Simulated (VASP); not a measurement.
# Lu (P6/mmm) in VASP: notebook, part 2 of 2

VASP 6.6.1.

## (4) Single point, PBE (20.16 Å³/atom)

This run uses another cell than the first one, of 20.16 Å³/atom.

Input file INCAR:

```
SYSTEM = Lu
ALGO = Normal
EDIFF = 1E-6
ENCUT = 520
GGA = PE
ISIF = 2
ISMEAR = -1
LASPH = .True.
LCHARG = .False.
LREAL = .False.
LWAVE = .False.
NBANDS = 18
NELM = 80
PREC = Accurate
SIGMA = 0.08
```

Input file KPOINTS:

```
k-points
0
Gamma
  13 13 12
  0 0 0
```

Input file POSCAR:

```
Lu
1.0
    2.8984632334      0.0000000000      0.0000000000
   -1.4492316167      2.5101427920      0.0000000000
    0.0000000000      0.0000000000      2.7703813732
Lu
1
Direct
    0.0000000000      0.0000000000      0.0000000000
```

Potentials or basis: VASP PAW PBE potentials, release 64 (Lu).

The run is started by

```console
cat potpaw_PBE.64/Lu/POTCAR > POTCAR
mpirun -np 1 vasp_std > vasp.out
```

OUTCAR:

```text
SYSTEM = Lu
   EDIFF = 1E-6
   ENCUT = 520
   GGA = PE
   ISIF = 2
   ISMEAR = -1
   LASPH = .True.
   LREAL = .False.
   NELM = 80
   PREC = Accurate

 ion  position               nearest neighbor table
   1  0.000  0.000  0.000-

  LATTYP: Found a hexagonal cell.
 ALAT       =     2.8984632334
 C/A-ratio  =     0.9558104244

  Lattice vectors:

 A1 = (   2.8984632334,   0.0000000000,   0.0000000000)
 A2 = (  -1.4492316167,   2.5101427920,   0.0000000000)
 A3 = (   0.0000000000,   0.0000000000,   2.7703813732)

[... 681 lines left out ...]
     18      18.8853      0.00000

 [... further k-points ...]

------------------------ aborting loop because EDIFF is reached ----------------------------------------

  FORCE on cell =-STRESS in cart. coord.  units (eV):
  Direction    XX          YY          ZZ          XY          YZ          ZX
  --------------------------------------------------------------------------------------
  -------------------------------------------------------------------------------------
  Total        3.9659504      3.9659504      3.9518164      0.0000000      0.0000000      0.0000000
  in kB      315.2478134    315.2478134    314.1243197      0.0000000      0.0000000      0.0000000
  external PRESSURE =     314.8733155 kB  Pullay stress =       0.0000000 kB

 VOLUME and BASIS-vectors are now :
 -----------------------------------------------------------------------------
  energy-cutoff  :      520.00
  volume of cell :       20.16
      direct lattice vectors                 reciprocal lattice vectors
     2.898463233  0.000000000  0.000000000     0.345010414  0.199191855  0.000000000
    -1.449231617  2.510142792  0.000000000     0.000000000  0.398383711  0.000000000
     0.000000000  0.000000000  2.770381373     0.000000000  0.000000000  0.360961133

 POSITION                                       TOTAL-FORCE (eV/Angst)
 -----------------------------------------------------------------------------------
      0.00000      0.00000      0.00000         0.000000      0.000000      0.000000
 -----------------------------------------------------------------------------------
    total drift:                                0.000000     -0.000000      0.000000

  FREE ENERGIE OF THE ION-ELECTRON SYSTEM (eV)
  ---------------------------------------------------
  free  energy   TOTEN  =        -3.2709092188 eV

  energy  without entropy=       -3.2310183419  energy(sigma->0) =       -3.25096378
```

OSZICAR:

```text
N       E                     dE             d eps       ncg     rms          rms(c)
DAV:   1     0.724343391813E+02    0.72434E+02   -0.99815E+03  6584   0.466E+03
DAV:   2     0.181557496732E+01   -0.70619E+02   -0.68942E+02  5450   0.348E+02
DAV:   3    -0.326970831886E+01   -0.50853E+01   -0.50339E+01  5738   0.723E+01
DAV:   4    -0.344571037106E+01   -0.17600E+00   -0.17520E+00  7038   0.114E+01
DAV:   5    -0.345028903166E+01   -0.45787E-02   -0.45760E-02  6256   0.158E+00    0.366E+00
DAV:   6    -0.327712100099E+01    0.17317E+00   -0.70525E-01  8512   0.218E+01    0.145E+00
DAV:   7    -0.326802917602E+01    0.90918E-02   -0.46945E-02  7928   0.268E+00    0.492E-01
DAV:   8    -0.326949355339E+01   -0.14644E-02   -0.10075E-02  8452   0.682E-01    0.208E-01
DAV:   9    -0.327091724723E+01   -0.14237E-02   -0.19601E-03  8446   0.514E-01    0.249E-02
DAV:  10    -0.327089588152E+01    0.21366E-04   -0.14722E-04  7384   0.216E-01    0.261E-02
DAV:  11    -0.327090914383E+01   -0.13262E-04   -0.15586E-05  5864   0.378E-02    0.273E-03
DAV:  12    -0.327090921883E+01   -0.74993E-07   -0.14254E-06  5012   0.127E-02
   1 F= -.32709092E+01 E0= -.32509638E+01  d E =-.398909E-01
```

Run time: 76 s. Hardware: 1 thread of Intel Xeon 8259CL, shared host; peak memory 0.19 GiB.

What came out:

| Quantity | Value |
| --- | --- |
| Free energy | -3.2709 eV |
| Pressure | 31.5 GPa |
| Band gap on the k mesh | zero (an odd number of electrons rules out a gap without spin polarisation) |

Caveat: the cell stands under pressure; spin-orbit coupling is left out, which moves the levels of the heavy elements.

## (5) Single point, PBE

This run uses another cell than the first one, of 23.26 Å³/atom.

Input file INCAR:

```
SYSTEM = Lu
ALGO     = Normal         ! electronic algorithm
EDIFF    = 1E-7           ! SCF threshold, eV
ENCUT    = 520            ! plane-wave cutoff, eV
GGA      = PE             ! functional
ISIF     = 2              ! what is computed and relaxed
ISMEAR   = -1             ! smearing method
LASPH    = .True.         ! aspherical terms in the spheres
LCHARG   = .False.        ! write CHGCAR
LREAL    = .False.        ! projectors in reciprocal space
LWAVE    = .False.        ! write WAVECAR
NBANDS   = 18             ! bands
NELM     = 60             ! most SCF steps
PREC     = Accurate       ! precision mode
SIGMA    = 0.08           ! smearing width, eV
```

KPOINTS is that of step 4.

Input file POSCAR:

```
Lu
1.0
    3.0338818475      0.0000000000      0.0000000000
   -1.5169409237      2.6274187520      0.0000000000
    0.0000000000      0.0000000000      2.9175998628
Lu
1
Direct
    0.0000000000      0.0000000000      0.0000000000
```

The run is started by

```console
cat potpaw_PBE.64/Lu/POTCAR > POTCAR
mpirun -np 1 vasp_std > vasp.out
```

It took 53 s on 1 thread of Intel Xeon 8259CL, shared host; peak memory 0.19 GiB.

Results (log left out):

```yaml
Free_energy: -3.7259 eV
Pressure: 16.6 GPa
Band_gap_on_the_k_mesh: zero (an odd number of electrons rules out a gap without spin polarisation)
```

Stress tensor (GPa, compression positive):
```
16.59  0.00  0.00
 0.00 16.59  0.00
 0.00  0.00 16.47
```

Levels at points of the mesh, in eV from the Fermi level:
| k point | band 10 | band 11 | band 12 | band 13 | band 14 | band 15 | band 16 | band 17 |
| --- | --- | --- | --- | --- | --- | --- | --- | --- |
| (0.00, 0.00, 0.00) | -4.69 | -4.69 | -4.58 | -0.69 | 2.67 | 2.67 | 8.47 | 8.47 |
| (0.00, 0.00, 0.50) | -4.63 | -4.57 | -2.85 | 0.17 | 3.58 | 3.58 | 4.86 | 4.86 |

Caveat: the cell stands under pressure; spin-orbit coupling is left out, which moves the levels of the heavy elements.

## (6) Single point, PBE (23.26 Å³/atom)

This run uses another cell than the first one, of 23.26 Å³/atom.

Input file INCAR:

```
ALGO = Normal
EDIFF = 1E-6
ENCUT = 520
GGA = PE
ISIF = 2
ISMEAR = -1
LASPH = True
LCHARG = False
LREAL = False
LWAVE = False
NBANDS = 18
NELM = 60
PREC = Accurate
SIGMA = 0.08
```

Input file KPOINTS:

```
k-points
0
Gamma
  13 13 12
```

POSCAR is that of step 5.

Potentials or basis: VASP PAW PBE potentials, release 64 (Lu).

The run is started by

```console
cat potpaw_PBE.64/Lu/POTCAR > POTCAR
mpirun -np 1 vasp_std > vasp.out
```

It took 74 s on 1 thread of Intel Xeon 8259CL, shared host; peak memory 0.19 GiB.

The run converged. Its results:

| Property | Result |
| --- | --- |
| Free energy | -3.7259 eV |
| Pressure | 16.6 GPa |
| Band gap on the k mesh | zero (an odd number of electrons rules out a gap without spin polarisation) |

Stress tensor (GPa, compression positive):
```
16.60  0.00  0.00
 0.00 16.60  0.00
 0.00  0.00 16.49
```

Levels at points of the mesh, in eV from the Fermi level:
```csv
k point,band 9,band 10,band 11,band 12,band 13,band 14,band 15,band 16,band 17,band 18
"(0.00, 0.00, 0.00)",-4.72,-4.69,-4.69,-4.58,-0.69,2.67,2.67,8.47,8.47,11.94
"(0.00, 0.00, 0.50)",-4.63,-4.63,-4.57,-2.85,0.17,3.58,3.58,4.86,4.86,11.41
```

Caveat: the cell stands under pressure; spin-orbit coupling is left out, which moves the levels of the heavy elements.

## (7) Overview

```tsv
cell	gap on the mesh (eV)	pressure (GPa)
a = 2.744, b = 2.744, c = 2.615 Å, angles 90.0, 90.0, 120.0°, 1 atom	none	60.1
a = 2.898, b = 2.898, c = 2.770 Å, angles 90.0, 90.0, 120.0°, 1 atom	none	31.5
a = 3.034, b = 3.034, c = 2.918 Å, angles 90.0, 90.0, 120.0°, 1 atom	none	16.6
```

Alike in all rows: task single point; level PBE; potentials or basis VASP PAW PBE potentials, release 64 (Lu); no spin polarisation; k mesh 13 × 13 × 12; cutoff (eV) 520; smearing fermi-dirac 0.08 eV.

Caveats: the cell stands under pressure; spin-orbit coupling is left out, which moves the levels of the heavy elements.

Total energies depend on the potentials used, so only differences within one code and one set of settings carry meaning.
